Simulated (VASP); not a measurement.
# Ti16HC16F in VASP: single point with PBE+D3(BJ)

Aim: the single point of Ti16HC16F with PBE+D3(BJ).

Everything below comes from runs of VASP 6.6.1. Logs are shortened: lines on timing, memory, paths and dates and some standing lists are left out, and cuts for length are marked.

## (1) The cell of the first run

The cell holds a slab with vacuum, 34 atoms: a = 6.069 Å, b = 6.069 Å, c = 25.367 Å, α = 90.00°, β = 90.00°, γ = 90.00°.

## (2) Single point, PBE+D3(BJ)

File INCAR:

```
SYSTEM = Ti16HC16F
PREC     = Accurate       ! precision mode
ENCUT    = 520            ! plane-wave cutoff, eV
EDIFF    = 1E-6           ! SCF threshold, eV
ISMEAR   = 0              ! smearing method
SIGMA    = 0.1            ! smearing width, eV
LREAL    = Auto         
LASPH    = .TRUE.         ! aspherical terms in the spheres
NELM     = 80             ! most SCF steps
ALGO     = Normal         ! electronic algorithm
ISIF     = 2              ! what is computed and relaxed
LWAVE    = .FALSE.        ! write WAVECAR
LCHARG   = .FALSE.        ! write CHGCAR
LDIPOL   = .TRUE.       
IDIPOL   = 3            
DIPOL    = 0.5 0.5 0.454
GGA      = PE             ! functional
IVDW     = 12             ! dispersion correction
NBANDS   = 155            ! bands
```

File KPOINTS:

```
Automatic mesh
0
G
  3 3 1
  0 0 0
```

File POSCAR:

```
Ti16HC16F
1.0
    6.0686302234      0.0000000000      0.0000000000
    0.0000000000      6.0686302234      0.0000000000
    0.0000000000      0.0000000000     25.3668543752
Ti C F H
16 16 1 1
Direct
    0.2500000000      0.2500000000      0.3153721735
    0.2500000000      0.7500000000      0.3153721735
    0.7500000000      0.2500000000      0.3153721735
    0.7500000000      0.7500000000      0.3153721735
    0.5000000000      0.5000000000      0.3999543909
    0.5000000000      0.0000000000      0.3999543909
    0.0000000000      0.5000000000      0.3999543909
    0.0000000000      0.0000000000      0.3999543909
    0.7504839053      0.7504487036      0.4837873145
    0.7506845191      0.2493154809      0.4839756834
    0.2496020952      0.7503979048      0.4836011045
    0.2495512964      0.2495160947      0.4837873145
    0.0019109884     -0.0019109884      0.5681534104
    0.0003933325      0.5009944294      0.5660457247
    0.4990055706     -0.0003933325      0.5660457247
    0.4994749297      0.5005250703      0.5659884203
    0.5000000000      0.5000000000      0.3153721735
    0.5000000000      0.0000000000      0.3153721735
    0.0000000000      0.5000000000      0.3153721735
    0.0000000000      0.0000000000      0.3153721735
    0.7500000000      0.7500000000      0.3999543909
    0.7500000000      0.2500000000      0.3999543909
    0.2500000000      0.7500000000      0.3999543909
    0.2500000000      0.2500000000      0.3999543909
   -0.0000212043      0.0000212043      0.4845616708
   -0.0000936630      0.4998078304      0.4844137922
    0.5001921696      0.0000936630      0.4844137922
    0.5001066452      0.4998933548      0.4842276673
    0.2511564759      0.2506305719      0.5703891839
    0.2500442305      0.7499557695      0.5710320644
    0.7479804497      0.2520195503      0.5717486643
    0.7493694281      0.7488435241      0.5703891839
   -0.0779965876      0.0779965876      0.6589854073
   -0.1720456114      0.1720456114      0.6359860474
```

Potentials or basis: VASP PAW PBE potentials, release 64 (Ti_sv, C, F, H).

Launch:

```console
$ cat potpaw_PBE.64/Ti_sv/POTCAR potpaw_PBE.64/C/POTCAR potpaw_PBE.64/F/POTCAR potpaw_PBE.64/H/POTCAR > POTCAR
$ mpirun -np 1 vasp_std > vasp.out
```

OUTCAR:

```text
SYSTEM = Ti16HC16F
   PREC = Accurate
   ENCUT = 520
   EDIFF = 1E-6
   ISMEAR = 0
   LREAL = Auto
   LASPH = .TRUE.
   NELM = 80
   ISIF = 2
   GGA = PE
   IVDW = 12
 IVDW          = 12

 ion  position               nearest neighbor table
   1  0.250  0.250  0.315-  24 2.15  18 2.15  19 2.15  20 2.15  17 2.15
   2  0.250  0.750  0.315-  23 2.15  18 2.15  19 2.15  20 2.15  17 2.15
   3  0.750  0.250  0.315-  22 2.15  18 2.15  19 2.15  20 2.15  17 2.15
   4  0.750  0.750  0.315-  21 2.15  18 2.15  19 2.15  20 2.15  17 2.15
   5  0.500  0.500  0.400-  28 2.14  17 2.15  22 2.15  23 2.15  24 2.15  21 2.15
   6  0.500  0.000  0.400-  27 2.14  18 2.15  22 2.15  23 2.15  24 2.15  21 2.15
   7  0.000  0.500  0.400-  26 2.14  19 2.15  22 2.15  23 2.15  24 2.15  21 2.15
   8  0.000  0.000  0.400-  20 2.15  21 2.15  22 2.15  23 2.15  24 2.15  25 2.15
   9  0.750  0.750  0.484-  21 2.13  25 2.14  27 2.15  26 2.15  28 2.15  32 2.20
  10  0.751  0.249  0.484-  22 2.13  25 2.14  26 2.14  27 2.14  28 2.15  31 2.23
  11  0.250  0.750  0.484-  23 2.12  25 2.14  26 2.15  27 2.15  28 2.15  30 2.22
  12  0.250  0.250  0.484-  24 2.13  25 2.14  26 2.15  27 2.15  28 2.15  29 2.20
  13  0.002  0.998  0.568-  25 2.12  30 2.13  29 2.15  32 2.15  31 2.18  33 2.40
  14  0.000  0.501  0.566-  26 2.07  30 2.14  32 2.14  29 2.15  31 2.16
  15  0.499  1.000  0.566-  27 2.07  30 2.14  29 2.14  32 2.15  31 2.16
  16  0.499  0.501  0.566-  28 2.07  31 2.14  29 2.14  32 2.14  30 2.14
  17  0.500  0.500  0.315-   5 2.15   2 2.15   3 2.15   4 2.15   1 2.15
  18  0.500  0.000  0.315-   6 2.15   2 2.15   3 2.15   4 2.15   1 2.15
  19  0.000  0.500  0.315-   7 2.15   2 2.15   3 2.15   4 2.15   1 2.15
  20  0.000  0.000  0.315-   8 2.15   2 2.15   3 2.15   4 2.15   1 2.15
  21  0.750  0.750  0.400-   9 2.13   4 2.15   6 2.15   7 2.15   8 2.15   5 2.15
  22  0.750  0.250  0.400-  10 2.13   3 2.15   6 2.15   7 2.15   8 2.15   5 2.15
  23  0.250  0.750  0.400-  11 2.12   2 2.15   6 2.15   7 2.15   8 2.15   5 2.15
  24  0.250  0.250  0.400-  12 2.13   1 2.15   6 2.15   7 2.15   8 2.15   5 2.15
  25  1.000  0.000  0.485-  13 2.12  10 2.14  12 2.14   9 2.14  11 2.14   8 2.15
  26  1.000  0.500  0.484-  14 2.07   7 2.14  10 2.14  12 2.15   9 2.15  11 2.15
  27  0.500  0.000  0.484-  15 2.07   6 2.14  10 2.14   9 2.15  12 2.15  11 2.15
  28  0.500  0.500  0.484-  16 2.07   5 2.14  12 2.15   9 2.15  11 2.15  10 2.15
  29  0.251  0.251  0.570-  16 2.14  15 2.14  14 2.15  13 2.15  12 2.20
  30  0.250  0.750  0.571-  13 2.13  14 2.14  15 2.14  16 2.14  11 2.22
  31  0.748  0.252  0.572-  16 2.14  15 2.16  14 2.16  13 2.18  10 2.23
  32  0.749  0.749  0.570-  16 2.14  14 2.14  15 2.15  13 2.15   9 2.20
  33  0.922  0.078  0.659-  34 1.00  13 2.40
  34  0.828  0.172  0.636-  33 1.00

  LATTYP: Found a simple tetragonal cell.
 ALAT       =     6.0686302234
 C/A-ratio  =     4.1799967112

  Lattice vectors:

 A1 = (   6.0686302234,   0.0000000000,   0.0000000000)
 A2 = (   0.0000000000,   6.0686302234,   0.0000000000)
 A3 = (   0.0000000000,   0.0000000000,  25.3668543752)

Analysis of symmetry for initial positions (statically):
=====================================================================
 Subroutine PRICEL returns:
 Original cell was already a primitive cell.

 Routine SETGRP: Setting up the symmetry group for a
 simple tetragonal supercell.

 Subroutine GETGRP returns: Found  2 space group operations
 (whereof  2 operations were pure point group operations)
 out of a pool of 16 trial point group operations.

The static configuration has the point symmetry C_1h.

Analysis of symmetry for dynamics (positions and initial velocities):
=====================================================================
 Subroutine PRICEL returns:
 Original cell was already a primitive cell.

 Routine SETGRP: Setting up the symmetry group for a
 simple tetragonal supercell.

 Subroutine GETGRP returns: Found  2 space group operations
 (whereof  2 operations were pure point group operations)
 out of a pool of 16 trial point group operations.

The dynamic configuration has the point symmetry C_1h.

 Subroutine INISYM returns: Found  2 space group operations
 (whereof  2 operations are pure point group operations),
 and found     1 'primitive' translations

----------------------------------------------------------------------------------------

                                     Primitive cell

  volume of cell :     934.2174

  direct lattice vectors                    reciprocal lattice vectors
     6.068630223  0.000000000  0.000000000     0.164781831  0.000000000  0.000000000
[... 91 lines left out ...]
     0.000000000  0.054927277  0.000000000     0.000000000  0.333333333  0.000000000
     0.000000000  0.000000000  0.039421522     0.000000000  0.000000000  1.000000000

  Length of vectors
     0.054927277  0.054927277  0.039421522

  Shift w.r.t. Gamma in fractional coordinates (k-lattice)
     0.000000000  0.000000000  0.000000000

 Subroutine IBZKPT returns following result:
 ===========================================

 Found      4 irreducible k-points:

 Following reciprocal coordinates:
            Coordinates               Weight
  0.000000  0.000000  0.000000      1.000000
  0.333333  0.000000  0.000000      4.000000
  0.333333  0.333333  0.000000      2.000000
 -0.333333  0.333333  0.000000      2.000000
   k-points           NKPTS =      4   k-points in BZ     NKDIM =      4   number of bands    NBANDS=    155
   number of dos      NEDOS =    301   number of ions     NIONS =     34
   total plane-waves  NPLWV = 442368
   dimension x,y,z NGX =    48 NGY =   48 NGZ =  192
   dimension x,y,z NGXF=    96 NGYF=   96 NGZF=  384
   ions per type =              16  16   1   1
   NGX,Y,Z   is equivalent  to a cutoff of  13.15, 13.15, 12.58 a.u.
   NGXF,Y,Z  is equivalent  to a cutoff of  26.30, 26.30, 25.17 a.u.
 SYSTEM =  Ti16HC16F
   PREC   = accura    normal or accurate (medium, high low for compatibility)
   ISTART =      0    job   : 0-new  1-cont  2-samecut
   ICHARG =      2    charge: 1-file 2-atom 10-const
   ISPIN  =      1    spin polarized calculation?
   LNONCOLLINEAR =      F non collinear calculations
   LSORBIT =      F    spin-orbit coupling
   LASPH  =      T    aspherical Exc in radial PAW
   ENCUT  =  520.0 eV  38.22 Ry    6.18 a.u.  11.28 11.28 47.17*2*pi/ulx,y,z
   NELM   =     80;   NELMIN=  2; NELMDL= -5     # of ELM steps
   EDIFF  = 0.1E-05   stopping-criterion for ELM
   LREAL  =      T    real-space projection
   EDIFFG = 0.1E-04   stopping-criterion for IOM
   NSW    =      0    number of steps for IOM
   IBRION =     -1    ionic relax: 0-MD 1-quasi-New 2-CG
   NFREE  =      0    steps in history (QN), initial steepest desc. (CG)
   ISIF   =      2    stress and relaxation
   ISYM   =      2    0-nonsym 1-usesym 2-fastsym
   POTIM  = 0.5000    time-step for ionic-motion
   TEBEG  =    0.0;   TEEND  =   0.0 temperature during run
   PSTRESS=    0.0 pullay stress
   NELECT =     264.0000    total number of electrons
   NUPDOWN=      -1.0000    fix difference up-down
   EMIN   =  10.00;   EMAX   =-10.00  energy-range for DOS
   EFERMI =   0.00;   METHOD = LEGACY
   ISMEAR =     0;   SIGMA  =   0.10  broadening in eV -4-tet -1-fermi 0-gaus
   EFERMI_NEDOS =   21; number of points for ismear=-14 and -15
   IALGO  =     38    algorithm
   IMIX   =      4    mixing-type and parameters
     AMIX     =   0.40;   BMIX     =  1.00
     AMIX_MAG =   1.60;   BMIX_MAG =  1.00
  volume/ion in A,a.u.               =      27.48       185.42
  Fermi-wavevector in a.u.,A,eV,Ry     =   1.074303  2.030138 15.702852  1.154127
  Thomas-Fermi vector in A             =   2.210127
   LORBIT       =      0    0 simple, 1 ext, 2 COOP (PROOUT), +10 PAW based schemes
   GGA     = PE    functional components
   LHFCALC =     F    Hartree Fock is set to
   AEXX    =    0.0000 exact exchange contribution
   IVDW    =    12    specifies the selected vdW correction
   LEPSILON=     F    determine dielectric tensor
   LRPA    =     F    only Hartree local field effects (RPA)
 non-spin polarized calculation
 Gauss-broadening in eV      SIGMA  =   0.10
  energy-cutoff  :      520.00
  volume of cell :      934.22
 maximum number of plane-waves:     25159
 NGX is ok and might be reduce to    48
   NGX = 23   NGY = 23   NGZ = 95

 dipolmoment           0.000000      0.000000     -0.228395 electrons x Angstroem

 number of electron     264.0000035 magnetization

 dipolmoment           0.000000      0.000000      0.261241 electrons x Angstroem

 Free energy of the ion-electron system (eV)
  ---------------------------------------------------
  ext. energy  EPLUGINS =         0.00000000
  ---------------------------------------------------
  free energy    TOTEN  =      -299.80036134 eV

  energy without entropy =     -299.75333206  energy(sigma->0) =     -299.77684670

 E-fermi :   0.2335     XC(G=0):  -5.2107

 val. band max:        0.2075883976   @ k =  -0.3333   0.3333   0.0000
 cond. band min:       0.2969849856   @ k =   0.0000   0.0000   0.0000
 fundamental gap:      0.0893965880
 Fermi energy:         0.2334747979

 k-point     1 :       0.0000    0.0000    0.0000
  band No.  band energies     occupation
      1     -56.2206      2.00000
      2     -56.1862      2.00000
      3     -56.1855      2.00000
      4     -56.1599      2.00000
      5     -56.1594      2.00000
      6     -56.1233      2.00000
[... 577 lines left out ...]
    143       2.0756      0.00000
    144       2.3698      0.00000
 [bands above 144 left out]

------------------------ aborting loop because EDIFF is reached ----------------------------------------

 vacuum level on the upper side and lower side of the slab       (xc-potential included)         0.514        -0.719

 Edisp (eV)  -11.05423

 E8    (eV) :    -4.8888

  FORCE on cell =-STRESS in cart. coord.  units (eV):
  Direction    XX          YY          ZZ          XY          YZ          ZX
  --------------------------------------------------------------------------------------
  -------------------------------------------------------------------------------------
  Total     -12.53574   -12.53574    -2.43497    -0.06562    -0.07524     0.07524
  in kB     -21.49872   -21.49872    -4.17597    -0.11254    -0.12903     0.12903
  external pressure =      -15.72 kB  Pullay stress =        0.00 kB

 VOLUME and BASIS-vectors are now :
 -----------------------------------------------------------------------------
  energy-cutoff  :      520.00
  volume of cell :      934.22
      direct lattice vectors                 reciprocal lattice vectors
     6.068630223  0.000000000  0.000000000     0.164781831  0.000000000  0.000000000
     0.000000000  6.068630223  0.000000000     0.000000000  0.164781831  0.000000000
     0.000000000  0.000000000 25.366854375     0.000000000  0.000000000  0.039421522

 POSITION                                       TOTAL-FORCE (eV/Angst)
 -----------------------------------------------------------------------------------
      1.51716      1.51716      8.00000         0.004942      0.003363      1.491568
      1.51716      4.55147      8.00000         0.001158     -0.001158      1.468660
      4.55147      1.51716      8.00000        -0.005964      0.005964      1.494371
      4.55147      4.55147      8.00000        -0.003363     -0.004942      1.491568
      3.03432      3.03432     10.14558         0.022405     -0.022405      0.192061
      3.03432      0.00000     10.14558         0.022230      0.013450      0.115621
[... 26 lines left out ...]
      5.59530      0.47333     16.71639         0.123017     -0.123017      0.129423
      5.02455      1.04408     16.13297        -0.130029      0.130029     -0.124250
 -----------------------------------------------------------------------------------
    total drift:                                0.003771     -0.003771     -0.067673

  FREE ENERGIE OF THE ION-ELECTRON SYSTEM (eV)
  ---------------------------------------------------
  free  energy   TOTEN  =      -310.8545892281 eV

  energy  without entropy=     -310.8075599460  energy(sigma->0) =     -310.83107459

 vacuum level on the upper side and lower side of the slab         5.547         4.308
```

Wall time 34 min (1 thread of Intel Xeon Platinum 8259CL at 2.50GHz (Skylake/Cascade Lake), shared host); peak memory 1.1 GiB.

Results:

| Quantity | Value |
| --- | --- |
| Free energy | -310.8546 eV |
| Largest force | 1.494 eV/Å |
| Band gap on the k mesh | zero (bands 132 and 133 overlap by 0.13 eV) |
| Dispersion energy per atom | -0.325 eV |

Forces in eV/Å, atoms in the order of the input:
```
Ti   0.005  0.003  1.492
Ti   0.001 -0.001  1.469
Ti  -0.006  0.006  1.494
Ti  -0.003 -0.005  1.492
Ti   0.022 -0.022  0.192
Ti   0.022  0.013  0.116
Ti  -0.013 -0.022  0.116
Ti  -0.022  0.022  0.193
Ti   0.006  0.005  0.027
Ti   0.007 -0.007  0.019
Ti  -0.014  0.014  0.014
Ti  -0.005 -0.006  0.027
Ti   0.012 -0.012 -0.007
Ti   0.005  0.003 -0.003
Ti  -0.003 -0.005 -0.003
Ti  -0.002  0.002 -0.006
C   -0.003  0.003 -1.219
C   -0.005  0.000 -1.200
C    0.000  0.005 -1.200
C    0.002 -0.002 -1.196
C   -0.002  0.002 -0.484
C    0.002 -0.002 -0.451
C    0.000  0.000 -0.464
C   -0.002  0.002 -0.484
C    0.000  0.000  0.005
C   -0.001 -0.002  0.003
C    0.002  0.001  0.003
C    0.001 -0.001  0.001
C   -0.007 -0.004  0.010
C    0.001 -0.001  0.015
C    0.003 -0.003  0.016
C    0.004  0.007  0.010
F    0.123 -0.123  0.129
H   -0.130  0.130 -0.124
```

The gap in the log of VASP goes by the Fermi energy; the results here count the filled bands.